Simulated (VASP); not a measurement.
# Ag (Im-3m) in VASP: single point with PBEsol

Aim: the single point of Ag with PBEsol.

All numbers are computed with VASP 6.6.1; they aren't measurements. Logs are shortened: lines on timing, memory, paths and dates and some standing lists are left out, and cuts for length are marked.

## (1) The cell of the first run

The structure is cubic, space group Im-3m (No. 229). Conventional cell: a = 3.311 Å, b = 3.311 Å, c = 3.311 Å, α = 90.00°, β = 90.00°, γ = 90.00°. Ag (site symmetry m-3m) has 14 Ag at 2.87 to 3.31 Å within 3.8 Å.

## (2) Single point, PBEsol

The input, INCAR:

```
SYSTEM = Ag
ALGO = Fast
EDIFF = 1E-7
ENCUT = 520
GGA = PS
ISIF = 2
ISMEAR = 0
LASPH = .True.
LCHARG = .False.
LREAL = .False.
LWAVE = .False.
NBANDS = 18
NELM = 100
PREC = Accurate
SIGMA = 0.15
```

The input, KPOINTS:

```
k-points
0
Gamma
  18 18 10
  0 0 0
```

The input, POSCAR:

```
Ag
1.0
   -1.6556540000      1.6556540000      1.6556540000
    1.6556540000     -1.6556540000      1.6556540000
    3.3113080000      3.3113080000      0.0000000000
Ag
2
Direct
    0.0000000000      0.0000000000      0.0000000000
    0.5000000000      0.5000000000      0.5000000000
```

Potentials or basis: VASP PAW PBE potentials, release 64 (Ag).

On the command line:

```bash
$ cat potpaw_PBE.64/Ag/POTCAR > POTCAR
$ mpirun -np 1 vasp_std > vasp.out
```

OUTCAR:

```text
SYSTEM = Ag
   EDIFF = 1E-7
   ENCUT = 520
   GGA = PS
   ISIF = 2
   ISMEAR = 0
   LASPH = .True.
   LREAL = .False.
   NELM = 100
   PREC = Accurate

 ion  position               nearest neighbor table
   1  0.000  0.000  0.000-   2 2.87   2 2.87   2 2.87   2 2.87   2 3.31   2 3.31   2 3.31   2 3.31

   2  0.500  0.500  0.500-   1 2.87   1 2.87   1 2.87   1 2.87   1 3.31   1 3.31   1 3.31   1 3.31

  LATTYP: Found a base centered orthorhombic cell.
 ALAT       =     3.3113080000
 B/A-ratio  =     1.4142135624
 C/A-ratio  =     1.4142135624

  Lattice vectors:

 A1 = (  -1.6556540000,   1.6556540000,   1.6556540000)
 A2 = (   1.6556540000,  -1.6556540000,   1.6556540000)
 A3 = (   3.3113080000,   3.3113080000,   0.0000000000)

Analysis of symmetry for initial positions (statically):
=====================================================================
 Subroutine PRICEL returns following result:

  LATTYP: Found a body centered cubic cell.
 ALAT       =     3.3113080000

  Lattice vectors:

 A1 = (  -1.6556540000,   1.6556540000,  -1.6556540000)
 A2 = (  -1.6556540000,  -1.6556540000,   1.6556540000)
 A3 = (   1.6556540000,   1.6556540000,   1.6556540000)

   2 primitive cells build up your supercell.

 Routine SETGRP: Setting up the symmetry group for a
 base centered orthorhombic supercell.

 Subroutine GETGRP returns: Found  8 space group operations
 (whereof  8 operations were pure point group operations)
 out of a pool of  8 trial point group operations.

The static configuration has the point symmetry D_2h.

Analysis of symmetry for dynamics (positions and initial velocities):
=====================================================================
 Subroutine PRICEL returns following result:

  LATTYP: Found a body centered cubic cell.
 ALAT       =     3.3113080000

  Lattice vectors:

 A1 = (  -1.6556540000,   1.6556540000,  -1.6556540000)
 A2 = (  -1.6556540000,  -1.6556540000,   1.6556540000)
 A3 = (   1.6556540000,   1.6556540000,   1.6556540000)

   2 primitive cells build up your supercell.

 Routine SETGRP: Setting up the symmetry group for a
 base centered orthorhombic supercell.

 Subroutine GETGRP returns: Found  8 space group operations
 (whereof  8 operations were pure point group operations)
 out of a pool of  8 trial point group operations.

The dynamic configuration has the point symmetry D_2h.

 Subroutine INISYM returns: Found  8 space group operations
 (whereof  8 operations are pure point group operations),
 and found     2 'primitive' translations

----------------------------------------------------------------------------------------

                                     Primitive cell

  volume of cell :      18.1538

  direct lattice vectors                    reciprocal lattice vectors
    -1.655654000  1.655654000 -1.655654000    -0.301995465  0.301995465  0.000000000
    -1.655654000 -1.655654000  1.655654000    -0.301995465  0.000000000  0.301995465
     1.655654000  1.655654000  1.655654000     0.000000000  0.301995465  0.301995465

  length of vectors
     2.867676848  2.867676848  2.867676848     0.427086083  0.427086083  0.427086083

  position of ions in fractional coordinates (direct lattice)
     0.000000000  0.000000000  0.000000000

  ion indices of the primitive-cell ions
   primitive index   ion index
                 1           1

----------------------------------------------------------------------------------------

 KPOINTS: k-points

Automatic generation of k-mesh.
 Grid dimensions read from file:
 generate k-points for:   18   18   10

 Generating k-lattice:

  Cartesian coordinates                     Fractional coordinates (reciprocal lattice)
    -0.008388763  0.008388763  0.016777526     0.055555556  0.000000000  0.000000000
     0.008388763 -0.008388763  0.016777526     0.000000000  0.055555556  0.000000000
     0.015099773  0.015099773  0.000000000     0.000000000  0.000000000  0.100000000

  Length of vectors
     0.020548189  0.020548189  0.021354304

  Shift w.r.t. Gamma in fractional coordinates (k-lattice)
     0.000000000  0.000000000  0.000000000

 Subroutine IBZKPT returns following result:
 ===========================================

 Found    546 irreducible k-points:

 Following reciprocal coordinates:
            Coordinates               Weight
  0.000000  0.000000  0.000000      1.000000
  0.055556  0.000000  0.000000      4.000000
  0.111111  0.000000  0.000000      4.000000
  0.166667  0.000000  0.000000      4.000000
  0.222222  0.000000  0.000000      4.000000
  0.277778  0.000000  0.000000      4.000000
[... 16 lines left out ...]
 -0.277778  0.055556  0.000000      4.000000
 -0.222222  0.055556  0.000000      4.000000
 [... further k-points ...]
   k-points           NKPTS =    546   k-points in BZ     NKDIM =    546   number of bands    NBANDS=     18
   number of dos      NEDOS =    301   number of ions     NIONS =      2
   total plane-waves  NPLWV =  20736
   dimension x,y,z NGX =    24 NGY =   24 NGZ =   36
   dimension x,y,z NGXF=    48 NGYF=   48 NGZF=   72
   ions per type =               2
   NGX,Y,Z   is equivalent  to a cutoff of  13.91, 13.91, 12.78 a.u.
   NGXF,Y,Z  is equivalent  to a cutoff of  27.83, 27.83, 25.56 a.u.
 SYSTEM =  Ag
   PREC   = accura    normal or accurate (medium, high low for compatibility)
   ISTART =      0    job   : 0-new  1-cont  2-samecut
   ICHARG =      2    charge: 1-file 2-atom 10-const
   ISPIN  =      1    spin polarized calculation?
   LNONCOLLINEAR =      F non collinear calculations
   LSORBIT =      F    spin-orbit coupling
   LASPH  =      T    aspherical Exc in radial PAW
   ENCUT  =  520.0 eV  38.22 Ry    6.18 a.u.   5.33  5.33  8.71*2*pi/ulx,y,z
   NELM   =    100;   NELMIN=  2; NELMDL= -5     # of ELM steps
   EDIFF  = 0.1E-06   stopping-criterion for ELM
   LREAL  =      F    real-space projection
   EDIFFG = 0.1E-05   stopping-criterion for IOM
   NSW    =      0    number of steps for IOM
   IBRION =     -1    ionic relax: 0-MD 1-quasi-New 2-CG
   NFREE  =      0    steps in history (QN), initial steepest desc. (CG)
   ISIF   =      2    stress and relaxation
   ISYM   =      2    0-nonsym 1-usesym 2-fastsym
   POTIM  = 0.5000    time-step for ionic-motion
   TEBEG  =    0.0;   TEEND  =   0.0 temperature during run
   PSTRESS=    0.0 pullay stress
   NELECT =      22.0000    total number of electrons
   NUPDOWN=      -1.0000    fix difference up-down
   EMIN   =  10.00;   EMAX   =-10.00  energy-range for DOS
   EFERMI =   0.00;   METHOD = LEGACY
   ISMEAR =     0;   SIGMA  =   0.15  broadening in eV -4-tet -1-fermi 0-gaus
   EFERMI_NEDOS =   21; number of points for ismear=-14 and -15
   IALGO  =     68    algorithm
   IMIX   =      4    mixing-type and parameters
     AMIX     =   0.40;   BMIX     =  1.00
     AMIX_MAG =   1.60;   BMIX_MAG =  1.00
  volume/ion in A,a.u.               =      18.15       122.51
  Fermi-wavevector in a.u.,A,eV,Ry     =   1.385318  2.617871 26.111022  1.919106
  Thomas-Fermi vector in A             =   2.509739
   LORBIT       =      0    0 simple, 1 ext, 2 COOP (PROOUT), +10 PAW based schemes
   GGA     = PS    functional components
   LHFCALC =     F    Hartree Fock is set to
   AEXX    =    0.0000 exact exchange contribution
   IVDW    =     0    specifies the selected vdW correction
   LEPSILON=     F    determine dielectric tensor
   LRPA    =     F    only Hartree local field effects (RPA)
 non-spin polarized calculation
 RMM-DIIS sequential band-by-band and
 Gauss-broadening in eV      SIGMA  =   0.15
  energy-cutoff  :      520.00
  volume of cell :       36.31
 maximum number of plane-waves:       993
 NGX is ok and might be reduce to    24
   NGX = 11   NGY = 11   NGZ = 17

 number of electron      22.0000006 magnetization

 Free energy of the ion-electron system (eV)
  ---------------------------------------------------
  ext. energy  EPLUGINS =         0.00000000
  ---------------------------------------------------
  free energy    TOTEN  =        -6.47498182 eV

  energy without entropy =       -6.46747571  energy(sigma->0) =       -6.47122876

 E-fermi :   7.4131     XC(G=0): -12.0411

 val. band max:        7.4085404679   @ k =   0.3889   0.0000   0.4000
 cond. band min:       7.4178541401   @ k =   0.0000   0.0000   0.0000
 fundamental gap:      0.0093136721
 Fermi energy:         7.4131378280

 k-point     1 :       0.0000    0.0000    0.0000
  band No.  band energies     occupation
      1       0.0209      2.00000
      2       1.3783      2.00000
      3       2.0256      2.00000
      4       2.7318      2.00000
      5       2.7327      2.00000
      6       2.7337      2.00000
[... 10 lines left out ...]
     17      25.1037      0.00000
     18      25.1041      0.00000

 k-point     2 :       0.0556    0.0000    0.0000
  band No.  band energies     occupation
      1       0.0940      2.00000
      2       1.4210      2.00000
      3       2.0414      2.00000
      4       2.7208      2.00000
      5       2.7277      2.00000
      6       2.7752      2.00000
[... 10 lines left out ...]
     17      25.0555      0.00000
     18      25.1587      0.00000

 k-point     3 :       0.1111    0.0000    0.0000
  band No.  band energies     occupation
      1       0.3085      2.00000
      2       1.5399      2.00000
      3       2.0884      2.00000
      4       2.6852      2.00000
      5       2.7143      2.00000
      6       2.9022      2.00000
[... 10 lines left out ...]
     17      24.7642      0.00000
     18      25.3140      0.00000

 k-point     4 :       0.1667    0.0000    0.0000
  band No.  band energies     occupation
      1       0.6469      2.00000
      2       1.7027      2.00000
      3       2.1702      2.00000
      4       2.6318      2.00000
      5       2.6872      2.00000
      6       3.1172      2.00000
[... 10 lines left out ...]
     17      23.9068      0.00000
     18      25.5394      0.00000

 k-point     5 :       0.2222    0.0000    0.0000
  band No.  band energies     occupation
      1       1.0708      2.00000
      2       1.8481      2.00000
      3       2.3062      2.00000
      4       2.5762      2.00000
      5       2.6420      2.00000
      6       3.2539      2.00000
[... 10 lines left out ...]
     17      22.4974      0.00000
     18      25.2058      0.00000

 k-point     6 :       0.2778    0.0000    0.0000
  band No.  band energies     occupation
      1       1.5014      2.00000
      2       1.9242      2.00000
      3       2.5045      2.00000
      4       2.5557      2.00000
      5       2.5781      2.00000
      6       2.9613      2.00000
[... 10 lines left out ...]
     17      21.1318      0.00000
     18      24.0829      0.00000

 k-point     7 :       0.3333    0.0000    0.0000
  band No.  band energies     occupation
      1       1.8039      2.00000
      2       1.9423      2.00000
      3       2.5033      2.00000
      4       2.6410      2.00000
      5       2.7214      2.00000
      6       2.7216      2.00000
[... 10 lines left out ...]
     17      21.1344      0.00000
     18      23.1465      0.00000

 k-point     8 :       0.3889    0.0000    0.0000
  band No.  band energies     occupation
      1       1.9107      2.00000
      2       1.9339      2.00000
      3       2.4340      2.00000
      4       2.5449      2.00000
      5       2.8351      2.00000
      6       2.9093      2.00000
[... 10 lines left out ...]
     17      21.1511      0.00000
     18      22.3968      0.00000
[... 229 lines left out ...]
     17      19.9174      0.00000
     18      22.8661      0.00000

 k-point    20 :      -0.4444    0.0556    0.0000
  band No.  band energies     occupation
      1       1.9761      2.00000
      2       2.0287      2.00000
      3       2.3383      2.00000
      4       2.4288      2.00000
      5       2.8663      2.00000
      6       2.8956      2.00000
[... 10 lines left out ...]
     17      20.3964      0.00000
     18      22.8338      0.00000

 k-point    21 :      -0.3889    0.0556    0.0000
  band No.  band energies     occupation
      1       1.9789      2.00000
      2       2.0583      2.00000
      3       2.3791      2.00000
      4       2.5258      2.00000
      5       2.6239      2.00000
      6       2.7399      2.00000
[... 10 lines left out ...]
     17      21.0346      0.00000
     18      22.8901      0.00000

 k-point    22 :      -0.3333    0.0556    0.0000
  band No.  band energies     occupation
      1       1.8138      2.00000
      2       2.0641      2.00000
      3       2.4443      2.00000
      4       2.4620      2.00000
      5       2.5701      2.00000
      6       2.6856      2.00000
[... 10 lines left out ...]
     17      21.8394      0.00000
     18      22.9056      0.00000

 k-point    23 :      -0.2778    0.0556    0.0000
  band No.  band energies     occupation
      1       1.4240      2.00000
      2       1.9988      2.00000
      3       2.4318      2.00000
      4       2.4785      2.00000
      5       2.5180      2.00000
      6       2.9026      2.00000
[... 10 lines left out ...]
     17      22.7201      0.00000
     18      22.8710      0.00000

 k-point    24 :      -0.2222    0.0556    0.0000
  band No.  band energies     occupation
      1       0.9776      2.00000
      2       1.8500      2.00000
      3       2.3361      2.00000
      4       2.5588      2.00000
      5       2.5865      2.00000
      6       3.1622      2.00000
[... 10 lines left out ...]
     17      22.7973      0.00000
     18      24.3212      0.00000

 [... further k-points ...]

------------------------ aborting loop because EDIFF is reached ----------------------------------------

  FORCE on cell =-STRESS in cart. coord.  units (eV):
  Direction    XX          YY          ZZ          XY          YZ          ZX
  --------------------------------------------------------------------------------------
  -------------------------------------------------------------------------------------
  Total       -1.6773460     -1.6773460     -1.6709476     -0.0409558     -0.0000000      0.0000000
  in kB      -74.0175144    -74.0175144    -73.7351669     -1.8072892     -0.0000000      0.0000000
  external PRESSURE =     -73.9233985 kB  Pullay stress =       0.0000000 kB

 VOLUME and BASIS-vectors are now :
 -----------------------------------------------------------------------------
  energy-cutoff  :      520.00
  volume of cell :       36.31
      direct lattice vectors                 reciprocal lattice vectors
    -1.655654000  1.655654000  1.655654000    -0.150997733  0.150997733  0.301995465
     1.655654000 -1.655654000  1.655654000     0.150997733 -0.150997733  0.301995465
     3.311308000  3.311308000  0.000000000     0.150997733  0.150997733  0.000000000

 POSITION                                       TOTAL-FORCE (eV/Angst)
 -----------------------------------------------------------------------------------
      0.00000      0.00000      0.00000        -0.000000     -0.000000      0.000000
      1.65565      1.65565      1.65565         0.000000      0.000000     -0.000000
 -----------------------------------------------------------------------------------
    total drift:                               -0.000000     -0.000000      0.000000

  FREE ENERGIE OF THE ION-ELECTRON SYSTEM (eV)
  ---------------------------------------------------
  free  energy   TOTEN  =        -6.4749818210 eV

  energy  without entropy=       -6.4674757053  energy(sigma->0) =       -6.47122876
```

Wall time 2.4 min (1 thread of Intel Xeon Platinum 8488C (Sapphire Rapids), shared host); peak memory 0.37 GiB.

What came out:

| Property | Result |
| --- | --- |
| Free energy | -6.4750 eV |
| Pressure | -7.4 GPa |
| Band gap on the k mesh | zero (band 11 reaches 11.89 eV, above the bottom of band 12 at 3.99 eV) |

Caveat: the PAW data sets were made with another functional, which shifts forces and pressure a little.
